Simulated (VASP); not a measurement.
Crystal: RbCl.

```
Rb Cl
1.0
     0.00000    3.27400    3.27400
     3.27400    0.00000    3.27400
     3.27400    3.27400    0.00000
Rb Cl
1 1
Cartesian
  0.0000 0.0000 0.0000
  3.2740 3.2740 3.2740
```

```yaml
Program: VASP 6.6.1
Task: relaxation of cell and atoms
Functional: PBE
Potentials_or_basis: VASP PAW PBE potentials, release 64 (Rb_sv, Cl)
Cutoff: 500 eV
k_mesh: 6 × 6 × 6
Occupations: gaussian, width 0.02 eV
Spin: no spin polarisation
```

At the start: pressure 1.2 GPa; volume 35.09 Å³/atom.

Where does the relaxation end?

Over 4 steps the energy falls by 8.2 meV/atom and the volume is 37.55 Å³/atom (+7.0 %); space group Fm-3m (No. 225, to 0.05 Å).

The path:
| step | energy change (eV) | largest force (eV/Å) | pressure (GPa) | volume (Å³) |
| --- | --- | --- | --- | --- |
| 1 | 0.0000 | 0.0000 | 1.15 | 70.19 |
| 2 | -0.0131 | 0.0000 | 0.48 | 72.78 |
| 3 | -0.0164 | 0.0000 | -0.05 | 75.32 |
| 4 | -0.0164 | 0.0000 | 0.00 | 75.09 |

Final structure:
```xyz
2
Lattice="0.0000 3.3485 3.3485 3.3485 0.0000 3.3485 3.3485 3.3485 0.0000" Properties=species:S:1:pos:R:3 pbc="T T T"
Rb    0.0000    0.0000    0.0000
Cl    3.3485    3.3485    3.3485
```
